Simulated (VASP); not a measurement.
# CdS (Pm-3m) in VASP: single point with HSE06

Aim: the single point of CdS with HSE06.

Program: VASP 6.6.1. These are calculated values, not measurements. Logs are shortened: lines on timing, memory, paths and dates and some standing lists are left out, and cuts for length are marked.

## Step 1: The cell of the first run

The structure is cubic, space group Pm-3m (No. 221). Conventional cell: a = 3.387 Å, b = 3.387 Å, c = 3.387 Å, α = 90.00°, β = 90.00°, γ = 90.00°. Within 3.9 Å of Cd (site symmetry m-3m) lie 8 S at 2.93 Å and 6 Cd at 3.39 Å. Within 3.9 Å of S (site symmetry m-3m) lie 8 Cd at 2.93 Å and 6 S at 3.39 Å.

## Step 2: Single point, HSE06

POSCAR

```
CdS
1.0
    3.3869086123      0.0000000000      0.0000000000
    0.0000000000      3.3869086123      0.0000000000
    0.0000000000      0.0000000000      3.3869086123
Cd S
1 1
Direct
    0.0000000000      0.0000000000      0.0000000000
    0.5000000000      0.5000000000      0.5000000000
```

INCAR.step1

```
SYSTEM = CdS
  PREC = Accurate
  ENCUT = 520
  EDIFF = 1E-5
  ISMEAR = 0
  SIGMA = 0.2
  LREAL = .FALSE.
  LASPH = .TRUE.
  NELM = 80
  ALGO = Normal
  ISIF = 2
  LWAVE = .TRUE.
  LCHARG = .FALSE.
  GGA = PE
  NBANDS = 16
```

INCAR.step2

```
SYSTEM = CdS
  PREC = Accurate
  ENCUT = 520
  EDIFF = 1E-6
  ISMEAR = 0
  SIGMA = 0.2
  LREAL = .FALSE.
  LASPH = .TRUE.
  NELM = 80
  ALGO = Normal
  ISIF = 2
  LWAVE = .FALSE.
  LCHARG = .FALSE.
  GGA = PE
  LHFCALC = .TRUE.
  HFSCREEN = 0.2079
  PRECFOCK = Normal
  ISTART = 1
  NBANDS = 16
```

KPOINTS

```
regular mesh
0
G
  4 4 4
  0 0 0
```

Potentials or basis: VASP PAW PBE potentials, release 64 (Cd, S).

Launch:

```sh
cat potpaw_PBE.64/Cd/POTCAR potpaw_PBE.64/S/POTCAR > POTCAR
cp INCAR.step1 INCAR
mpirun -np 1 vasp_std > vasp.out
cp INCAR.step2 INCAR
mpirun -np 1 vasp_std > vasp.out
```

OUTCAR:

```text
SYSTEM = CdS
   PREC = Accurate
   ENCUT = 520
   EDIFF = 1E-6
   ISMEAR = 0
   LREAL = .FALSE.
   LASPH = .TRUE.
   NELM = 80
   ISIF = 2
   GGA = PE
   LHFCALC = .TRUE.
   HFSCREEN = 0.2079
   PRECFOCK = Normal
   ISTART = 1

 ion  position               nearest neighbor table
   1  0.000  0.000  0.000-   2 2.93   2 2.93   2 2.93   2 2.93   2 2.93   2 2.93   2 2.93   2 2.93

   2  0.500  0.500  0.500-   1 2.93   1 2.93   1 2.93   1 2.93   1 2.93   1 2.93   1 2.93   1 2.93

  LATTYP: Found a simple cubic cell.
 ALAT       =     3.3869086123

  Lattice vectors:

 A1 = (   3.3869086123,   0.0000000000,   0.0000000000)
 A2 = (   0.0000000000,   3.3869086123,   0.0000000000)
 A3 = (   0.0000000000,   0.0000000000,   3.3869086123)

Analysis of symmetry for initial positions (statically):
=====================================================================
 Subroutine PRICEL returns:
 Original cell was already a primitive cell.

 Routine SETGRP: Setting up the symmetry group for a
 simple cubic supercell.

 Subroutine GETGRP returns: Found 48 space group operations
 (whereof 48 operations were pure point group operations)
 out of a pool of 48 trial point group operations.

The static configuration has the point symmetry O_h .

Analysis of symmetry for dynamics (positions and initial velocities):
=====================================================================
 Subroutine PRICEL returns:
 Original cell was already a primitive cell.

 Routine SETGRP: Setting up the symmetry group for a
 simple cubic supercell.

 Subroutine GETGRP returns: Found 48 space group operations
 (whereof 48 operations were pure point group operations)
 out of a pool of 48 trial point group operations.

The dynamic configuration has the point symmetry O_h .

 Subroutine INISYM returns: Found 48 space group operations
 (whereof 48 operations are pure point group operations),
 and found     1 'primitive' translations

----------------------------------------------------------------------------------------

                                     Primitive cell

  volume of cell :      38.8517

  direct lattice vectors                    reciprocal lattice vectors
     3.386908612  0.000000000  0.000000000     0.295254497  0.000000000  0.000000000
     0.000000000  3.386908612  0.000000000     0.000000000  0.295254497  0.000000000
     0.000000000  0.000000000  3.386908612     0.000000000  0.000000000  0.295254497

  length of vectors
     3.386908612  3.386908612  3.386908612     0.295254497  0.295254497  0.295254497

  position of ions in fractional coordinates (direct lattice)
     0.000000000  0.000000000  0.000000000
     0.500000000  0.500000000  0.500000000

  ion indices of the primitive-cell ions
   primitive index   ion index
                 1           1
                 2           2

----------------------------------------------------------------------------------------

 KPOINTS: regular mesh

Automatic generation of k-mesh.
 Grid dimensions read from file:
 generate k-points for:    4    4    4

 Generating k-lattice:

  Cartesian coordinates                     Fractional coordinates (reciprocal lattice)
     0.073813624  0.000000000  0.000000000     0.250000000  0.000000000  0.000000000
     0.000000000  0.073813624  0.000000000     0.000000000  0.250000000  0.000000000
     0.000000000  0.000000000  0.073813624     0.000000000  0.000000000  0.250000000

  Length of vectors
     0.073813624  0.073813624  0.073813624

  Shift w.r.t. Gamma in fractional coordinates (k-lattice)
     0.000000000  0.000000000  0.000000000

 Subroutine IBZKPT returns following result:
 ===========================================

 Found     10 irreducible k-points:

 Following reciprocal coordinates:
            Coordinates               Weight
  0.000000  0.000000  0.000000      1.000000
  0.250000  0.000000  0.000000      6.000000
  0.500000  0.000000  0.000000      3.000000
  0.250000  0.250000  0.000000     12.000000
  0.500000  0.250000  0.000000     12.000000
  0.500000  0.500000  0.000000      3.000000
  0.250000  0.250000  0.250000      8.000000
  0.500000  0.250000  0.250000     12.000000
  0.500000  0.500000  0.250000      6.000000
  0.500000  0.500000  0.500000      1.000000
   k-points           NKPTS =     10   k-points in BZ     NKDIM =     64   number of bands    NBANDS=     16
   number of dos      NEDOS =    301   number of ions     NIONS =      2
   total plane-waves  NPLWV =  21952
   dimension x,y,z NGX =    28 NGY =   28 NGZ =   28
   dimension x,y,z NGXF=    56 NGYF=   56 NGZF=   56
   ions per type =               1   1
   NGX,Y,Z   is equivalent  to a cutoff of  13.74, 13.74, 13.74 a.u.
   NGXF,Y,Z  is equivalent  to a cutoff of  27.49, 27.49, 27.49 a.u.
 SYSTEM =  CdS
   PREC   = accura    normal or accurate (medium, high low for compatibility)
   ISTART =      1    job   : 0-new  1-cont  2-samecut
   ICHARG =      0    charge: 1-file 2-atom 10-const
   ISPIN  =      1    spin polarized calculation?
   LNONCOLLINEAR =      F non collinear calculations
   LSORBIT =      F    spin-orbit coupling
   LASPH  =      T    aspherical Exc in radial PAW
   ENCUT  =  520.0 eV  38.22 Ry    6.18 a.u.   6.30  6.30  6.30*2*pi/ulx,y,z
   NELM   =     80;   NELMIN=  2; NELMDL=  0     # of ELM steps
   EDIFF  = 0.1E-05   stopping-criterion for ELM
   LREAL  =      F    real-space projection
   EDIFFG = 0.1E-04   stopping-criterion for IOM
   NSW    =      0    number of steps for IOM
   IBRION =     -1    ionic relax: 0-MD 1-quasi-New 2-CG
   NFREE  =      0    steps in history (QN), initial steepest desc. (CG)
   ISIF   =      2    stress and relaxation
   ISYM   =      3    0-nonsym 1-usesym 2-fastsym
   POTIM  = 0.5000    time-step for ionic-motion
   TEBEG  =    0.0;   TEEND  =   0.0 temperature during run
   PSTRESS=    0.0 pullay stress
   NELECT =      18.0000    total number of electrons
   NUPDOWN=      -1.0000    fix difference up-down
   EMIN   =  10.00;   EMAX   =-10.00  energy-range for DOS
   EFERMI =   0.00;   METHOD = LEGACY
   ISMEAR =     0;   SIGMA  =   0.20  broadening in eV -4-tet -1-fermi 0-gaus
   EFERMI_NEDOS =   21; number of points for ismear=-14 and -15
   IALGO  =     38    algorithm
   IMIX   =      1    mixing-type and parameters
     AMIX     =   0.40;   BMIX     =  1.00
     AMIX_MAG =   1.60;   BMIX_MAG =  1.00
  volume/ion in A,a.u.               =      19.43       131.09
  Fermi-wavevector in a.u.,A,eV,Ry     =   1.266763  2.393836 21.833128  1.604690
  Thomas-Fermi vector in A             =   2.399947
   LORBIT       =      0    0 simple, 1 ext, 2 COOP (PROOUT), +10 PAW based schemes
   GGA     = PE    functional components
   LHFCALC =     T    Hartree Fock is set to
   PRECFOCK=normal    Normal, Fast or Accurate (Low or Medium for compatibility)
   ENCUT4O =  -1.0   cutoff for four orbital integrals eV
   NKREDX  =     1    reduce k-point grid by
   NKREDY  =     1    reduce k-point grid by
   NKREDZ  =     1    reduce k-point grid by
   AEXX    =    0.2500 exact exchange contribution
   HFSCREEN=    0.2079 screening length (either q_TF or 0.3 A-1)
   HFSCREENC=   0.2079 screening length for correlation (either q_TF or 0.3 A-1)
   ENCUTFOCK=  -1.0 apply spherical cutoff to Coloumb kernel
   IVDW    =     0    specifies the selected vdW correction
   LEPSILON=     F    determine dielectric tensor
   LRPA    =     F    only Hartree local field effects (RPA)
 non-spin polarized calculation
 Gauss-broadening in eV      SIGMA  =   0.20
  energy-cutoff  :      520.00
  volume of cell :       38.85
 maximum number of plane-waves:      1064
 NGX is ok and might be reduce to    28
  NGX = 20; NGY = 20; NGZ = 20

 number of electron      17.9999993 magnetization

 Free energy of the ion-electron system (eV)
  ---------------------------------------------------
  ext. energy  EPLUGINS =         0.00000000
  ---------------------------------------------------
  free energy    TOTEN  =        -6.14458945 eV

  energy without entropy =       -6.11669452  energy(sigma->0) =       -6.13064198

 E-fermi :   3.7560     XC(G=0):  -8.8963

 val. band max:        3.6940408844   @ k =   0.5000   0.5000   0.0000
 cond. band min:       4.0010204211   @ k =   0.5000   0.5000   0.2500
 fundamental gap:      0.3069795367
 Fermi energy:         3.7560321576

 k-point     1 :       0.0000    0.0000    0.0000
  band No.  band energies     occupation
      1     -11.2779      2.00000
      2      -6.6462      2.00000
      3      -6.6462      2.00000
      4      -6.0687      2.00000
      5      -6.0687      2.00000
      6      -6.0687      2.00000
[... 8 lines left out ...]
     15      16.8316      0.00000
     16      19.5311      0.00000

 k-point     2 :       0.2500    0.0000    0.0000
  band No.  band energies     occupation
      1     -10.7619      2.00000
      2      -6.6138      2.00000
      3      -6.4858      2.00000
      4      -6.2098      2.00000
      5      -6.2098      2.00000
      6      -6.0553      2.00000
[... 8 lines left out ...]
     15      16.3824      0.00000
     16      18.9014      0.00000

 k-point     3 :       0.5000    0.0000    0.0000
  band No.  band energies     occupation
      1     -10.0759      2.00000
      2      -6.5811      2.00000
      3      -6.4324      2.00000
      4      -6.3429      2.00000
      5      -6.3429      2.00000
      6      -6.0417      2.00000
[... 8 lines left out ...]
     15      16.9697      0.00000
     16      19.4860      0.00000

 k-point     4 :       0.2500    0.2500    0.0000
  band No.  band energies     occupation
      1     -10.3665      2.00000
      2      -6.5376      2.00000
      3      -6.3164      2.00000
      4      -6.2082      2.00000
      5      -6.1980      2.00000
      6      -6.1533      2.00000
[... 8 lines left out ...]
     15      17.0747      0.00000
     16      17.2841      0.00000
[... 58 lines left out ...]
 k-point     8 :       0.5000    0.2500    0.2500
  band No.  band energies     occupation
      1      -9.5946      2.00000
      2      -6.5527      2.00000
      3      -6.3706      2.00000
      4      -6.2419      2.00000
      5      -6.0335      2.00000
      6      -5.8907      2.00000
[... 8 lines left out ...]
     15      16.5191      0.00000
     16      18.8350      0.00000

 k-point     9 :       0.5000    0.5000    0.2500
  band No.  band energies     occupation
      1      -9.2490      2.00000
      2      -6.5328      2.00000
      3      -6.5328      2.00000
      4      -6.1281      2.00000
      5      -6.0142      2.00000
      6      -5.8398      2.00000
[... 8 lines left out ...]
     15      20.0099      0.00000
     16      20.0099      0.00000

 k-point    10 :       0.5000    0.5000    0.5000
  band No.  band energies     occupation
      1      -8.4715      2.00000
      2      -6.7769      2.00000
      3      -6.7769      2.00000
      4      -6.7769      2.00000
      5      -5.8327      2.00000
      6      -5.8327      2.00000
[... 8 lines left out ...]
     15      22.5455      0.00000
     16      22.5455      0.00000

------------------------ aborting loop because EDIFF is reached ----------------------------------------

  FORCE on cell =-STRESS in cart. coord.  units (eV):
  Direction    XX          YY          ZZ          XY          YZ          ZX
  --------------------------------------------------------------------------------------
  -------------------------------------------------------------------------------------
  Total        0.1884513      0.1884513      0.1884513      0.0000000     -0.0000000      0.0000000
  in kB        7.7713992      7.7713992      7.7713992      0.0000000     -0.0000000      0.0000000
  external PRESSURE =       7.7713992 kB  Pullay stress =       0.0000000 kB

 VOLUME and BASIS-vectors are now :
 -----------------------------------------------------------------------------
  energy-cutoff  :      520.00
  volume of cell :       38.85
      direct lattice vectors                 reciprocal lattice vectors
     3.386908612  0.000000000  0.000000000     0.295254497  0.000000000  0.000000000
     0.000000000  3.386908612  0.000000000     0.000000000  0.295254497  0.000000000
     0.000000000  0.000000000  3.386908612     0.000000000  0.000000000  0.295254497

 POSITION                                       TOTAL-FORCE (eV/Angst)
 -----------------------------------------------------------------------------------
      0.00000      0.00000      0.00000         0.000000      0.000000      0.000000
      1.69345      1.69345      1.69345         0.000000      0.000000      0.000000
 -----------------------------------------------------------------------------------
    total drift:                                0.000000      0.000000      0.000000

  FREE ENERGIE OF THE ION-ELECTRON SYSTEM (eV)
  ---------------------------------------------------
  free  energy   TOTEN  =        -6.1445894489 eV

  energy  without entropy=       -6.1166945203  energy(sigma->0) =       -6.13064198
```

Run time: 2.9 min. Hardware: 1 thread of Intel Xeon 6975P-C (Granite Rapids), shared host; peak memory 0.26 GiB.

Results:

```
Free energy            : -6.1446 eV
Pressure               : 0.8 GPa
Band gap on the k mesh : zero (bands 9 and 10 overlap by 0.34 eV)
```

Caveat: the k points lie up to 0.46 Å⁻¹ apart; the PAW data sets were made with another functional, which shifts forces and pressure a little.
